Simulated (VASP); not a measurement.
# MoS2 (C2/m) in VASP: further runs, part 3 of 3

VASP 6.6.1.

## Step 6: Single point, PBE+D3(BJ) (the part above a cut slid along it)

Contents of INCAR:

```
SYSTEM = MoS2
PREC = Accurate ; ENCUT = 520
EDIFF = 1E-6 ; ISMEAR = 0
SIGMA = 0.15 ; LREAL = .False.
LASPH = .True. ; NELM = 100
ALGO = Fast ; ISIF = 2
LWAVE = .False. ; LCHARG = .False.
GGA = PE ; IVDW = 12
NBANDS = 49
```

Contents of KPOINTS:

```
Automatic mesh
0
Gamma
  14 14 3
  0 0 0
```

Contents of POSCAR:

```
MoS2
1.0
   -1.5671157456     -2.7143240927      0.0000000000
    1.5671157456     -2.7143240927      0.0000000000
    0.0000000000     -4.9762608366     18.1649660373
Mo S
3 6
Direct
    0.2487119456      0.2487119456      0.8195869685
    0.1830637021      0.1830637021      0.1639305068
    0.2158878238      0.2158878238      0.4917587377
    0.4683507194      0.4683507194      0.5799810334
   -0.4988251588     -0.4988251588      0.9078092642
    0.4355265977      0.4355265977      0.2521528025
    0.9306008065      0.9306008065      0.0757082111
   -0.0365750718     -0.0365750718      0.4035364420
   -0.0037509501     -0.0037509501      0.7313646728
```

Potentials or basis: VASP PAW PBE potentials, release 64 (Mo_sv, S).

On the command line:

```bash
> cat potpaw_PBE.64/Mo_sv/POTCAR potpaw_PBE.64/S/POTCAR > POTCAR
> mpirun -np 1 vasp_std > vasp.out
```

OUTCAR:

```text
SYSTEM = MoS2
   PREC = Accurate
   ENCUT = 520
   EDIFF = 1E-6
   ISMEAR = 0
   LREAL = .False.
   LASPH = .True.
   NELM = 100
   ISIF = 2
   GGA = PE
   IVDW = 12
 IVDW          = 12

 ion  position               nearest neighbor table
   1  0.249  0.249  0.820-   9 2.42   9 2.42   5 2.42   5 2.42   5 2.42   9 2.42
   2  0.183  0.183  0.164-   6 2.42   7 2.42   7 2.42   7 2.42   6 2.42   6 2.42
   3  0.216  0.216  0.492-   4 2.42   8 2.42   4 2.42   4 2.42   8 2.42   8 2.42
   4  0.468  0.468  0.580-   3 2.42   3 2.42   3 2.42
   5  0.501  0.501  0.908-   1 2.42   1 2.42   1 2.42
   6  0.436  0.436  0.252-   2 2.42   2 2.42   2 2.42
   7  0.931  0.931  0.076-   2 2.42   2 2.42   2 2.42
   8  0.963  0.963  0.404-   3 2.42   3 2.42   3 2.42
   9  0.996  0.996  0.731-   1 2.42   1 2.42   1 2.42

  LATTYP: Found a base centered monoclinic cell.
 ALAT       =     5.4286481854
 B/A-ratio  =     0.5773502692
 C/A-ratio  =     3.3471681639
 COS(beta)  =    -0.0248966676

  Lattice vectors:

 A1 = (  -1.5671157456,  -2.7143240927,   0.0000000000)
 A2 = (   1.5671157456,  -2.7143240927,   0.0000000000)
 A3 = (  -0.0000000000,   0.4523873488,  18.1649660373)

Analysis of symmetry for initial positions (statically):
=====================================================================
 Subroutine PRICEL returns:
 Original cell was already a primitive cell.

 Routine SETGRP: Setting up the symmetry group for a
 base centered monoclinic supercell.

 Subroutine GETGRP returns: Found  4 space group operations
 (whereof  2 operations were pure point group operations)
 out of a pool of  4 trial point group operations.

The static configuration has the point symmetry C_1h.
 The point group associated with its full space group is C_2h.

Analysis of symmetry for dynamics (positions and initial velocities):
=====================================================================
 Subroutine PRICEL returns:
 Original cell was already a primitive cell.

 Routine SETGRP: Setting up the symmetry group for a
 base centered monoclinic supercell.

 Subroutine GETGRP returns: Found  4 space group operations
 (whereof  2 operations were pure point group operations)
 out of a pool of  4 trial point group operations.

The dynamic configuration has the point symmetry C_1h.
 The point group associated with its full space group is C_2h.

 Subroutine INISYM returns: Found  4 space group operations
 (whereof  2 operations are pure point group operations),
 and found     1 'primitive' translations

----------------------------------------------------------------------------------------

                                     Primitive cell

  volume of cell :     154.5352

  direct lattice vectors                    reciprocal lattice vectors
    -1.567115746 -2.714324093  0.000000000    -0.319057480 -0.184207922 -0.050463440
     1.567115746 -2.714324093  0.000000000     0.319057480 -0.184207922 -0.050463440
     0.000000000 -4.976260837 18.164966037     0.000000000  0.000000000  0.055051025

  length of vectors
     3.134231491  3.134231491 18.834255044     0.371855876  0.371855876  0.055051025

  position of ions in fractional coordinates (direct lattice)
     0.248711946  0.248711946  0.819586968
[... 72 lines left out ...]
  0.285714  0.142857  0.000000      4.000000
 [... further k-points ...]
   k-points           NKPTS =    162   k-points in BZ     NKDIM =    162   number of bands    NBANDS=     49
   number of dos      NEDOS =    301   number of ions     NIONS =      9
   total plane-waves  NPLWV =  80640
   dimension x,y,z NGX =    24 NGY =   24 NGZ =  140
   dimension x,y,z NGXF=    48 NGYF=   48 NGZF=  280
   ions per type =               3   6
   NGX,Y,Z   is equivalent  to a cutoff of  12.73, 12.73, 12.36 a.u.
   NGXF,Y,Z  is equivalent  to a cutoff of  25.46, 25.46, 24.72 a.u.
 SYSTEM =  MoS2
   PREC   = accura    normal or accurate (medium, high low for compatibility)
   ISTART =      0    job   : 0-new  1-cont  2-samecut
   ICHARG =      2    charge: 1-file 2-atom 10-const
   ISPIN  =      1    spin polarized calculation?
   LNONCOLLINEAR =      F non collinear calculations
   LSORBIT =      F    spin-orbit coupling
   LASPH  =      T    aspherical Exc in radial PAW
   ENCUT  =  520.0 eV  38.22 Ry    6.18 a.u.   5.83  5.83 35.02*2*pi/ulx,y,z
   NELM   =    100;   NELMIN=  2; NELMDL= -5     # of ELM steps
   EDIFF  = 0.1E-05   stopping-criterion for ELM
   LREAL  =      F    real-space projection
   EDIFFG = 0.1E-04   stopping-criterion for IOM
   NSW    =      0    number of steps for IOM
   IBRION =     -1    ionic relax: 0-MD 1-quasi-New 2-CG
   NFREE  =      0    steps in history (QN), initial steepest desc. (CG)
   ISIF   =      2    stress and relaxation
   ISYM   =      2    0-nonsym 1-usesym 2-fastsym
   POTIM  = 0.5000    time-step for ionic-motion
   TEBEG  =    0.0;   TEEND  =   0.0 temperature during run
   PSTRESS=    0.0 pullay stress
   NELECT =      78.0000    total number of electrons
   NUPDOWN=      -1.0000    fix difference up-down
   EMIN   =  10.00;   EMAX   =-10.00  energy-range for DOS
   EFERMI =   0.00;   METHOD = LEGACY
   ISMEAR =     0;   SIGMA  =   0.15  broadening in eV -4-tet -1-fermi 0-gaus
   EFERMI_NEDOS =   21; number of points for ismear=-14 and -15
   IALGO  =     68    algorithm
   IMIX   =      4    mixing-type and parameters
     AMIX     =   0.40;   BMIX     =  1.00
     AMIX_MAG =   1.60;   BMIX_MAG =  1.00
  volume/ion in A,a.u.               =      17.17       115.87
  Fermi-wavevector in a.u.,A,eV,Ry     =   1.303459  2.463180 23.116357  1.699004
  Thomas-Fermi vector in A             =   2.434459
   LORBIT       =      0    0 simple, 1 ext, 2 COOP (PROOUT), +10 PAW based schemes
   GGA     = PE    functional components
   LHFCALC =     F    Hartree Fock is set to
   AEXX    =    0.0000 exact exchange contribution
   IVDW    =    12    specifies the selected vdW correction
   LEPSILON=     F    determine dielectric tensor
   LRPA    =     F    only Hartree local field effects (RPA)
 non-spin polarized calculation
 RMM-DIIS sequential band-by-band and
 Gauss-broadening in eV      SIGMA  =   0.15
  energy-cutoff  :      520.00
  volume of cell :      154.54
 maximum number of plane-waves:      4194
   NGX = 11   NGY = 11   NGZ = 69

 number of electron      78.0000000 magnetization

 Free energy of the ion-electron system (eV)
  ---------------------------------------------------
  ext. energy  EPLUGINS =         0.00000000
  ---------------------------------------------------
  free energy    TOTEN  =       -62.89836679 eV

  energy without entropy =      -62.87016939  energy(sigma->0) =      -62.88426809

 E-fermi :   8.1724     XC(G=0): -11.1000

 val. band max:        8.1656284745   @ k =  -0.1429  -0.2857   0.3333
 cond. band min:       8.1758165749   @ k =  -0.2143   0.2143   0.0000
 fundamental gap:      0.0101881004
 Fermi energy:         8.1724087575

 k-point     1 :       0.0000    0.0000    0.0000
  band No.  band energies     occupation
      1     -53.5364      2.00000
      2     -53.5364      2.00000
      3     -53.5074      2.00000
      4     -27.6293      2.00000
      5     -27.6292      2.00000
      6     -27.6028      2.00000
[... 1237 lines left out ...]
     48      10.9807      0.00000
     49      11.2226      0.00000

 [... further k-points ...]

------------------------ aborting loop because EDIFF is reached ----------------------------------------

 Edisp (eV)   -3.98030

 E8    (eV) :    -1.6069

  FORCE on cell =-STRESS in cart. coord.  units (eV):
  Direction    XX          YY          ZZ          XY          YZ          ZX
  --------------------------------------------------------------------------------------
  -------------------------------------------------------------------------------------
  Total      -0.04365    -0.08918    -0.47056     0.00000    -0.15495     0.00000
  in kB      -0.45250    -0.92457    -4.87864     0.00000    -1.60648     0.00000
  external pressure =       -2.09 kB  Pullay stress =        0.00 kB

 VOLUME and BASIS-vectors are now :
 -----------------------------------------------------------------------------
  energy-cutoff  :      520.00
  volume of cell :      154.54
      direct lattice vectors                 reciprocal lattice vectors
    -1.567115746 -2.714324093  0.000000000    -0.319057480 -0.184207922 -0.050463440
     1.567115746 -2.714324093  0.000000000     0.319057480 -0.184207922 -0.050463440
     0.000000000 -4.976260837 18.164966037     0.000000000  0.000000000  0.055051025

 POSITION                                       TOTAL-FORCE (eV/Angst)
 -----------------------------------------------------------------------------------
      0.00000     -5.42865     14.88777         0.000000      0.022957      0.044769
      0.00000     -1.80955      2.97779         0.000000     -0.022957     -0.044769
      0.00000     -3.61910      8.93278         0.000000     -0.000000     -0.000000
      0.00000     -5.42865     10.53534         0.000000      0.000162     -0.010718
      0.00000     -7.23820     16.49032         0.000000      0.011908      0.061508
      0.00000     -3.61910      4.58035         0.000000      0.002197      0.003827
      0.00000     -5.42865      1.37524         0.000000     -0.011908     -0.061508
      0.00000     -7.23820      7.33023         0.000000     -0.000162      0.010718
      0.00000     -9.04775     13.28521         0.000000     -0.002197     -0.003827
 -----------------------------------------------------------------------------------
    total drift:                               -0.000000      0.000007      0.000032

  FREE ENERGIE OF THE ION-ELECTRON SYSTEM (eV)
  ---------------------------------------------------
  free  energy   TOTEN  =       -66.8786666168 eV

  energy  without entropy=      -66.8504692206  energy(sigma->0) =      -66.86456792
```

It took 32 min on 1 thread of Oxide Virtual Turin-like, shared host; peak memory 0.87 GiB.

Results:

| Property | Result |
| --- | --- |
| Free energy | -66.8787 eV |
| Pressure | -0.2 GPa |
| Largest force | 0.063 eV/Å |
| Band gap on the k mesh | zero (bands 39 and 40 overlap by 0.50 eV) |
| Dispersion energy per atom | -0.442 eV |

Forces in eV/Å, atoms in the order of the input:
```
Mo   0.000  0.023  0.045
Mo   0.000 -0.023 -0.045
Mo   0.000  0.000  0.000
S    0.000  0.000 -0.011
S    0.000  0.012  0.062
S    0.000  0.002  0.004
S    0.000 -0.012 -0.062
S    0.000  0.000  0.011
S    0.000 -0.002 -0.004
```

Levels at points of the mesh, in eV from the Fermi level:
```
           k point  band 37  band 38  band 39  band 40  band 41  band 42
(0.00, 0.00, 0.00)    -0.78    -0.40    -0.26    -0.11    -0.09    -0.09
(0.50, 0.00, 0.00)    -1.61    -1.52    -1.31     1.35     1.35     1.38
(0.50, 0.50, 0.00)    -1.66    -1.43    -1.36     1.35     1.35     1.38
```

Caveat: the cell differs from its parent crystal (the part above a cut slid along it).

## Step 7: Summary

```tsv
cell	further INCAR settings	gap on the mesh (eV)	pressure (GPa)	largest force (eV/Å)
a = 3.134, b = 3.134, c = 18.570 Å, angles 88.8, 88.8, 60.0°, 9 atoms	ALGO = Fast; EDIFF = 1e-06; NBANDS = 49	none	-0.2	0.12
a = 3.134, b = 3.134, c = 19.006 Å, angles 79.3, 79.3, 60.0°, 9 atoms	ALGO = Fast; EDIFF = 1e-06; NBANDS = 49	none	-0.2	0.10
a = 3.134, b = 3.134, c = 18.256 Å, angles 76.3, 76.3, 60.0°, 9 atoms	ALGO = Fast; EDIFF = 1e-07; NBANDS = 49	none	0.4	0.35
a = 3.134, b = 3.134, c = 18.587 Å, angles 87.6, 87.6, 60.0°, 9 atoms	ALGO = Fast; EDIFF = 1e-06; NBANDS = 49	none	-0.2	0.08
a = 3.134, b = 3.134, c = 18.834 Å, angles 76.8, 76.8, 60.0°, 9 atoms	ALGO = Fast; EDIFF = 1e-06; NBANDS = 49	none	-0.2	0.06
```

Alike in all rows: task single point; level PBE+D3(BJ); potentials or basis VASP PAW PBE potentials, release 64 (Mo_sv, S); no spin polarisation; k mesh 14 × 14 × 3; cutoff (eV) 520; smearing gaussian 0.15 eV.

Absolute energies hang on the potentials; compare differences alone.

The gap in the log of VASP goes by the Fermi energy; the results here count the filled bands.